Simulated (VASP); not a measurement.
# ZnO in VASP: further runs

The runs below take ZnO through single point, relaxation of cell and atoms, with PBE.

Everything below comes from runs of VASP 6.6.1. Logs are shortened: lines on timing, memory, paths and dates and some standing lists are left out, and cuts for length are marked.

### Step 1. The cell of the first run

It takes space group Cmmm (No. 65, orthorhombic). The conventional cell has a = 2.877 Å, b = 6.728 Å, c = 2.833 Å, α = 90.00°, β = 90.00°, γ = 90.00°. Zn (site symmetry mmm) has 4 O at 2.02 Å within 2.7 Å. O (site symmetry mmm) has 4 Zn at 2.02 Å within 2.7 Å.

The cell was built from a structure type or drawn by symmetry, and may not be a known phase.

### Step 2. Single point, PBE

The input, INCAR:

```
SYSTEM = ZnO
PREC = Accurate
ENCUT = 520
EDIFF = 1E-6
ISMEAR = 0
SIGMA = 0.1
LREAL = .False.
LASPH = .True.
NELM = 60
ALGO = Normal
ISIF = 2
LWAVE = .False.
LCHARG = .False.
GGA = PE
NBANDS = 16
```

The input, KPOINTS:

```
regular mesh
0
Gamma
  6 6 6
  0 0 0
```

The input, POSCAR:

```
ZnO
1.0
    1.4383389131     -3.3640537818      0.0000000000
    1.4383389131      3.3640537818      0.0000000000
    0.0000000000      0.0000000000      2.8326745806
Zn O
1 1
Direct
    0.0000000000      0.0000000000      0.0000000000
    0.5000000000      0.5000000000      0.5000000000
```

Potentials or basis: VASP PAW PBE potentials, release 64 (Zn, O).

Launch:

```bash
cat potpaw_PBE.64/Zn/POTCAR potpaw_PBE.64/O/POTCAR > POTCAR
mpirun -np 1 vasp_std > vasp.out
```

OUTCAR:

```text
SYSTEM = ZnO
   PREC = Accurate
   ENCUT = 520
   EDIFF = 1E-6
   ISMEAR = 0
   LREAL = .False.
   LASPH = .True.
   NELM = 60
   ISIF = 2
   GGA = PE

 ion  position               nearest neighbor table
   1  0.000  0.000  0.000-   2 2.02   2 2.02   2 2.02   2 2.02
   2  0.500  0.500  0.500-   1 2.02   1 2.02   1 2.02   1 2.02

  LATTYP: Found a base centered orthorhombic cell.
 ALAT       =     2.8766778262
 B/A-ratio  =     2.3388463951
 C/A-ratio  =     0.9847034502

  Lattice vectors:

 A1 = (   1.4383389131,  -3.3640537818,   0.0000000000)
 A2 = (   1.4383389131,   3.3640537818,   0.0000000000)
 A3 = (   0.0000000000,   0.0000000000,   2.8326745806)

Analysis of symmetry for initial positions (statically):
=====================================================================
 Subroutine PRICEL returns:
 Original cell was already a primitive cell.

 Routine SETGRP: Setting up the symmetry group for a
 base centered orthorhombic supercell.

 Subroutine GETGRP returns: Found  8 space group operations
 (whereof  8 operations were pure point group operations)
 out of a pool of  8 trial point group operations.

The static configuration has the point symmetry D_2h.

Analysis of symmetry for dynamics (positions and initial velocities):
=====================================================================
 Subroutine PRICEL returns:
 Original cell was already a primitive cell.

 Routine SETGRP: Setting up the symmetry group for a
 base centered orthorhombic supercell.

 Subroutine GETGRP returns: Found  8 space group operations
 (whereof  8 operations were pure point group operations)
 out of a pool of  8 trial point group operations.

The dynamic configuration has the point symmetry D_2h.

 Subroutine INISYM returns: Found  8 space group operations
 (whereof  8 operations are pure point group operations),
 and found     1 'primitive' translations

----------------------------------------------------------------------------------------

                                     Primitive cell

  volume of cell :      27.4126

  direct lattice vectors                    reciprocal lattice vectors
     1.438338913 -3.364053782  0.000000000     0.347623217 -0.148630204  0.000000000
     1.438338913  3.364053782  0.000000000     0.347623217  0.148630204  0.000000000
     0.000000000  0.000000000  2.832674581     0.000000000  0.000000000  0.353023255

  length of vectors
     3.658644103  3.658644103  2.832674581     0.378064596  0.378064596  0.353023255

  position of ions in fractional coordinates (direct lattice)
     0.000000000  0.000000000  0.000000000
     0.500000000  0.500000000  0.500000000

  ion indices of the primitive-cell ions
   primitive index   ion index
                 1           1
                 2           2

----------------------------------------------------------------------------------------

 KPOINTS: regular mesh

Automatic generation of k-mesh.
 Grid dimensions read from file:
 generate k-points for:    6    6    6

 Generating k-lattice:

  Cartesian coordinates                     Fractional coordinates (reciprocal lattice)
     0.057937203 -0.024771701  0.000000000     0.166666667 -0.000000000  0.000000000
     0.057937203  0.024771701  0.000000000    -0.000000000  0.166666667  0.000000000
     0.000000000  0.000000000  0.058837209     0.000000000  0.000000000  0.166666667

  Length of vectors
     0.063010766  0.063010766  0.058837209

  Shift w.r.t. Gamma in fractional coordinates (k-lattice)
     0.000000000  0.000000000  0.000000000

 Subroutine IBZKPT returns following result:
 ===========================================

 Found     52 irreducible k-points:

 Following reciprocal coordinates:
            Coordinates               Weight
  0.000000  0.000000  0.000000      1.000000
  0.166667  0.000000  0.000000      4.000000
  0.333333  0.000000  0.000000      4.000000
  0.500000  0.000000  0.000000      2.000000
  0.166667  0.166667  0.000000      2.000000
  0.333333  0.166667  0.000000      4.000000
[... 16 lines left out ...]
  0.333333  0.333333  0.166667      4.000000
  0.500000  0.333333  0.166667      8.000000
 [... further k-points ...]
   k-points           NKPTS =     52   k-points in BZ     NKDIM =     52   number of bands    NBANDS=     16
   number of dos      NEDOS =    301   number of ions     NIONS =      2
   total plane-waves  NPLWV =  18816
   dimension x,y,z NGX =    28 NGY =   28 NGZ =   24
   dimension x,y,z NGXF=    56 NGYF=   56 NGZF=   48
   ions per type =               1   1
   NGX,Y,Z   is equivalent  to a cutoff of  12.72, 12.72, 14.09 a.u.
   NGXF,Y,Z  is equivalent  to a cutoff of  25.45, 25.45, 28.17 a.u.
 SYSTEM =  ZnO
   PREC   = accura    normal or accurate (medium, high low for compatibility)
   ISTART =      0    job   : 0-new  1-cont  2-samecut
   ICHARG =      2    charge: 1-file 2-atom 10-const
   ISPIN  =      1    spin polarized calculation?
   LNONCOLLINEAR =      F non collinear calculations
   LSORBIT =      F    spin-orbit coupling
   LASPH  =      T    aspherical Exc in radial PAW
   ENCUT  =  520.0 eV  38.22 Ry    6.18 a.u.   6.80  6.80  5.27*2*pi/ulx,y,z
   NELM   =     60;   NELMIN=  2; NELMDL= -5     # of ELM steps
   EDIFF  = 0.1E-05   stopping-criterion for ELM
   LREAL  =      F    real-space projection
   EDIFFG = 0.1E-04   stopping-criterion for IOM
   NSW    =      0    number of steps for IOM
   IBRION =     -1    ionic relax: 0-MD 1-quasi-New 2-CG
   NFREE  =      0    steps in history (QN), initial steepest desc. (CG)
   ISIF   =      2    stress and relaxation
   ISYM   =      2    0-nonsym 1-usesym 2-fastsym
   POTIM  = 0.5000    time-step for ionic-motion
   TEBEG  =    0.0;   TEEND  =   0.0 temperature during run
   PSTRESS=    0.0 pullay stress
   NELECT =      18.0000    total number of electrons
   NUPDOWN=      -1.0000    fix difference up-down
   EMIN   =  10.00;   EMAX   =-10.00  energy-range for DOS
   EFERMI =   0.00;   METHOD = LEGACY
   ISMEAR =     0;   SIGMA  =   0.10  broadening in eV -4-tet -1-fermi 0-gaus
   EFERMI_NEDOS =   21; number of points for ismear=-14 and -15
   IALGO  =     38    algorithm
   IMIX   =      4    mixing-type and parameters
     AMIX     =   0.40;   BMIX     =  1.00
     AMIX_MAG =   1.60;   BMIX_MAG =  1.00
  volume/ion in A,a.u.               =      13.71        92.49
  Fermi-wavevector in a.u.,A,eV,Ry     =   1.422925  2.688939 27.547933  2.024716
  Thomas-Fermi vector in A             =   2.543577
   LORBIT       =      0    0 simple, 1 ext, 2 COOP (PROOUT), +10 PAW based schemes
   GGA     = PE    functional components
   LHFCALC =     F    Hartree Fock is set to
   AEXX    =    0.0000 exact exchange contribution
   IVDW    =     0    specifies the selected vdW correction
   LEPSILON=     F    determine dielectric tensor
   LRPA    =     F    only Hartree local field effects (RPA)
 non-spin polarized calculation
 Gauss-broadening in eV      SIGMA  =   0.10
  energy-cutoff  :      520.00
  volume of cell :       27.41
 maximum number of plane-waves:       756
   NGX = 13   NGY = 13   NGZ = 11

 number of electron      18.0000004 magnetization

 Free energy of the ion-electron system (eV)
  ---------------------------------------------------
  ext. energy  EPLUGINS =         0.00000000
  ---------------------------------------------------
  free energy    TOTEN  =        -8.18523084 eV

  energy without entropy =       -8.18403655  energy(sigma->0) =       -8.18463369

 E-fermi :   1.2689     XC(G=0): -10.0851

 val. band max:        1.1850369792   @ k =   0.0000   0.0000   0.5000
 cond. band min:       1.6961038023   @ k =  -0.1667   0.1667   0.0000
 fundamental gap:      0.5110668231
 Fermi energy:         1.2689042052

 k-point     1 :       0.0000    0.0000    0.0000
  band No.  band energies     occupation
      1     -17.4270      2.00000
      2      -4.9619      2.00000
      3      -4.8207      2.00000
      4      -4.5164      2.00000
      5      -4.4491      2.00000
      6      -4.2451      2.00000
[... 8 lines left out ...]
     15      18.9231      0.00000
     16      20.3777      0.00000

 k-point     2 :       0.1667    0.0000    0.0000
  band No.  band energies     occupation
      1     -17.2161      2.00000
      2      -5.1548      2.00000
      3      -4.7852      2.00000
      4      -4.7156      2.00000
      5      -4.6688      2.00000
      6      -4.4459      2.00000
[... 8 lines left out ...]
     15      17.5859      0.00000
     16      20.4017      0.00000

 k-point     3 :       0.3333    0.0000    0.0000
  band No.  band energies     occupation
      1     -16.7466      2.00000
      2      -6.1256      2.00000
      3      -5.3532      2.00000
      4      -5.0817      2.00000
      5      -4.5357      2.00000
      6      -4.4396      2.00000
[... 8 lines left out ...]
     15      17.4678      0.00000
     16      22.1843      0.00000

 k-point     4 :       0.5000    0.0000    0.0000
  band No.  band energies     occupation
      1     -16.4808      2.00000
      2      -6.7599      2.00000
      3      -5.6006      2.00000
      4      -5.2319      2.00000
      5      -4.4396      2.00000
      6      -4.4364      2.00000
[... 8 lines left out ...]
     15      19.1179      0.00000
     16      23.0850      0.00000
[... 324 lines left out ...]
 k-point    22 :      -0.1667    0.1667    0.1667
  band No.  band energies     occupation
      1     -17.1813      2.00000
      2      -5.1106      2.00000
      3      -4.7940      2.00000
      4      -4.7556      2.00000
      5      -4.6297      2.00000
      6      -4.4922      2.00000
[... 8 lines left out ...]
     15      18.4058      0.00000
     16      21.1290      0.00000

 k-point    23 :       0.3333    0.3333    0.1667
  band No.  band energies     occupation
      1     -16.5792      2.00000
      2      -6.0419      2.00000
      3      -5.1770      2.00000
      4      -5.0550      2.00000
      5      -4.5504      2.00000
      6      -4.4315      2.00000
[... 8 lines left out ...]
     15      19.0773      0.00000
     16      19.4223      0.00000

 k-point    24 :       0.5000    0.3333    0.1667
  band No.  band energies     occupation
      1     -16.9226      2.00000
      2      -5.3872      2.00000
      3      -5.0055      2.00000
      4      -4.8920      2.00000
      5      -4.5438      2.00000
      6      -4.4176      2.00000
[... 8 lines left out ...]
     15      20.6597      0.00000
     16      22.2261      0.00000

 [... further k-points ...]
[... 5 lines left out ...]
  --------------------------------------------------------------------------------------
  -------------------------------------------------------------------------------------
  Total        0.1922911      0.0302126      0.2615937     -0.0000000      0.0000000      0.0000000
  in kB       11.2387738      1.7658253     15.2892775     -0.0000000      0.0000000      0.0000000
  external PRESSURE =       9.4312922 kB  Pullay stress =       0.0000000 kB

 VOLUME and BASIS-vectors are now :
 -----------------------------------------------------------------------------
  energy-cutoff  :      520.00
  volume of cell :       27.41
      direct lattice vectors                 reciprocal lattice vectors
     1.438338913 -3.364053782  0.000000000     0.347623217 -0.148630204  0.000000000
     1.438338913  3.364053782  0.000000000     0.347623217  0.148630204  0.000000000
     0.000000000  0.000000000  2.832674581     0.000000000  0.000000000  0.353023255

 POSITION                                       TOTAL-FORCE (eV/Angst)
 -----------------------------------------------------------------------------------
      0.00000      0.00000      0.00000        -0.000000      0.000000      0.000000
      1.43834      0.00000      1.41634         0.000000     -0.000000      0.000000
 -----------------------------------------------------------------------------------
    total drift:                                0.000000      0.000000      0.000000

  FREE ENERGIE OF THE ION-ELECTRON SYSTEM (eV)
  ---------------------------------------------------
  free  energy   TOTEN  =        -8.1852308435 eV

  energy  without entropy=       -8.1840365451  energy(sigma->0) =       -8.18463369
```

It took 28 s on 1 thread of Intel Xeon 8259CL, shared host; peak memory 0.16 GiB.

What came out:

```
Free energy            : -8.1852 eV
Pressure               : 0.9 GPa
Band gap on the k mesh : zero (bands 9 and 10 overlap by 0.23 eV)
```

Stress tensor (GPa, compression positive):
```
1.12 0.00 0.00
0.00 0.18 0.00
0.00 0.00 1.53
```

Caveat: the k points lie up to 0.40 Å⁻¹ apart; semilocal functionals underestimate gaps, so a narrow gap can read as zero.

### Step 3. Relaxation of cell and atoms, PBE

The input, INCAR:

```
SYSTEM = ZnO
  PREC = Accurate
  ENCUT = 600
  EDIFF = 1E-7
  ISMEAR = 0
  SIGMA = 0.1
  LREAL = .False.
  LASPH = .True.
  NELM = 100
  ALGO = Normal
  ISIF = 3
  LWAVE = .False.
  LCHARG = .False.
  GGA = PE
  IBRION = 2
  NSW = 90
  EDIFFG = -0.04
```

The input, KPOINTS:

```
Automatic mesh
0
Gamma
  6 6 6
  0 0 0
```

POSCAR is that of step 2.

Potentials or basis: VASP PAW PBE potentials, release 64 (Zn, O).

Launch:

```bash
cat potpaw_PBE.64/Zn/POTCAR potpaw_PBE.64/O/POTCAR > POTCAR
mpirun -np 1 vasp_std > vasp.out
```

Wall time 77 s (1 thread of Intel Xeon 8259CL, shared host); peak memory 0.18 GiB.

It converged, with:

```yaml
Free_energy: -8.1876 eV
Relaxed_volume: 13.77 Å³/atom
Relaxed_cell: a = 3.660 Å, b = 3.660 Å, c = 2.840 Å, α = 90.00°, β = 90.00°, γ = 133.63°
Space_group_after_relaxing_to_0.1_Å: Cmmm (No. 65)
Energy_gained_by_relaxing: 0.2 meV/atom
Ionic_steps: 3
Pressure_after_relaxing: 0.0 GPa
Band_gap_on_the_k_mesh: zero (bands 9 and 10 overlap by 0.24 eV)
```

Stress tensor (GPa, compression positive):
```
-0.11  0.00  0.00
 0.00  0.05  0.00
 0.00  0.00  0.10
```

Step by step:
```csv
step,energy change (eV),largest force (eV/Å),pressure (GPa),volume (Å³)
1,0.0000,0.0000,0.81,27.41
2,0.0001,0.0000,-0.82,27.69
3,-0.0005,0.0000,0.01,27.55
```

Final structure:
```cif
data_structure
_symmetry_space_group_name_H-M 'P 1'
_symmetry_Int_Tables_number 1
_cell_length_a 3.6602
_cell_length_b 3.6602
_cell_length_c 2.8404
_cell_angle_alpha 90.000
_cell_angle_beta 90.000
_cell_angle_gamma 133.626
_cell_volume 27.55
loop_
_atom_site_label
_atom_site_type_symbol
_atom_site_fract_x
_atom_site_fract_y
_atom_site_fract_z
_atom_site_occupancy
Zn1 Zn 0.00000 0.00000 0.00000 1
O1 O 0.50000 0.50000 0.50000 1
```

Levels at points of the mesh, in eV from the Fermi level:
| k point | band 5 | band 6 | band 7 | band 8 | band 9 | band 10 | band 11 | band 12 | band 13 |
| --- | --- | --- | --- | --- | --- | --- | --- | --- | --- |
| (0.00, 0.00, 0.00) | -5.70 | -5.50 | -2.62 | -2.60 | -2.54 | -0.32 | 10.13 | 10.73 | 14.05 |
| (0.50, 0.00, 0.00) | -5.69 | -5.69 | -4.45 | -1.67 | -0.10 | 3.79 | 6.44 | 8.77 | 13.44 |
| (0.50, 0.50, 0.00) | -5.71 | -5.50 | -4.69 | -2.71 | -2.46 | 2.57 | 4.50 | 13.96 | 16.12 |
| (0.00, 0.00, 0.50) | -5.88 | -5.73 | -4.54 | -1.31 | -0.08 | 5.46 | 5.61 | 9.47 | 13.54 |
| (0.50, 0.00, 0.50) | -5.26 | -5.22 | -5.20 | -4.77 | -1.80 | 3.13 | 7.71 | 10.89 | 11.37 |
| (0.50, 0.50, 0.50) | -5.68 | -5.58 | -4.09 | -2.01 | -0.12 | 2.57 | 8.18 | 8.57 | 10.56 |

Caveat: the k points lie up to 0.40 Å⁻¹ apart in the final cell; semilocal functionals underestimate gaps, so a narrow gap can read as zero.

### Step 4. Single point, PBE

This run uses another cell than the first one: it holds 4 atoms, not 2.

The input, INCAR:

```
SYSTEM = ZnO
ALGO = Normal ; EDIFF = 1E-7
ENCUT = 520 ; GGA = PE
ISIF = 2 ; ISMEAR = 0
LASPH = .TRUE. ; LCHARG = .FALSE.
LREAL = .FALSE. ; LWAVE = .FALSE.
NBANDS = 26 ; NELM = 100
PREC = Accurate ; SIGMA = 0.1
```

The input, KPOINTS:

```
k-points
0
G
  4 8 4
  0 0 0
```

The input, POSCAR:

```
ZnO
1.0
    2.8766778262      0.0000000000      0.0000000000
    0.0000000000      2.8326745806      0.0000000000
    0.0000000000      0.0000000000      6.7281075636
Zn O
2 2
Direct
    0.2500000000      0.0000000000      0.2490121278
    0.7500000000      0.0000000000      0.7509878722
    0.2500000000      0.5000000000      0.7509568451
    0.7500000000      0.5000000000      0.2490431549
```

Launch:

```bash
cat potpaw_PBE.64/Zn/POTCAR potpaw_PBE.64/O/POTCAR > POTCAR
mpirun -np 1 vasp_std > vasp.out
```

Wall time 87 s (1 thread of Intel Xeon 8259CL, shared host); peak memory 0.2 GiB.

The run converged. Its results:

* Free energy: -16.3405 eV
* Pressure: 1.0 GPa
* Largest force: 0.003 eV/Å
* Band gap on the k mesh: zero (bands 18 and 19 overlap by 0.24 eV)

Forces on the atoms (eV/Å):
```
Zn   0.000  0.000  0.002
Zn   0.000  0.000 -0.002
O    0.000  0.000 -0.003
O    0.000  0.000  0.003
```

Stress tensor (GPa, compression positive):
```
1.37 0.00 0.00
0.00 1.33 0.00
0.00 0.00 0.16
```

Levels at points of the mesh, in eV from the Fermi level:
```csv
k point,band 16,band 17,band 18,band 19,band 20,band 21
"(0.00, 0.00, 0.00)",-2.66,-2.58,-2.50,-0.33,2.58,4.47
"(0.50, 0.00, 0.00)",-1.83,-0.11,-0.11,4.78,4.78,5.39
"(0.00, 0.50, 0.00)",-1.35,-0.13,-0.09,2.52,5.46,5.59
"(0.50, 0.50, 0.00)",-4.79,-1.86,-1.86,3.19,3.19,7.40
"(0.00, 0.00, 0.50)",-2.71,-2.54,-2.54,1.03,1.05,6.53
"(0.50, 0.00, 0.50)",-1.71,-0.11,-0.11,3.75,3.75,6.45
"(0.00, 0.50, 0.50)",-1.74,-0.11,-0.11,3.95,3.98,6.75
"(0.50, 0.50, 0.50)",-4.79,-1.85,-1.85,3.12,3.12,7.70
```

Caveat: the k points lie up to 0.55 Å⁻¹ apart; semilocal functionals underestimate gaps, so a narrow gap can read as zero.

(Part 1 of 2 ends here.)
